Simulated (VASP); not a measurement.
Crystal: Pb.

```
Pb
1.0
     0.00000    2.51759    2.51759
     2.51759    0.00000    2.51759
     2.51759    2.51759    0.00000
Pb
1
Direct
  0.00000 0.00000 0.00000
```

Base run:

| Property | Result |
| --- | --- |
| Program | VASP 6.6.1 |
| Functional | PBE |
| Potentials or basis | VASP PAW PBE potentials, release 64 (Pb_d) |
| Cutoff | 520 eV |
| k mesh | 11 × 11 × 11 |
| Occupations | gaussian, width 0.03 eV |
| Spin | no spin polarisation |

Its results: band gap on the k mesh zero (band 7 reaches 13.74 eV, above the bottom of band 8 at 5.37 eV); pressure -0.2 GPa.

Problem. The run is repeated on the same cell with these changes: occupations from gaussian, width 0.03 eV to fermi-dirac, width 0.3 eV. What comes out?

Solution. Band gap on the k mesh zero (band 7 reaches 13.74 eV, above the bottom of band 8 at 5.37 eV); pressure 0.3 GPa.

Caveats: spin-orbit coupling is left out, which moves the levels of the heavy elements.
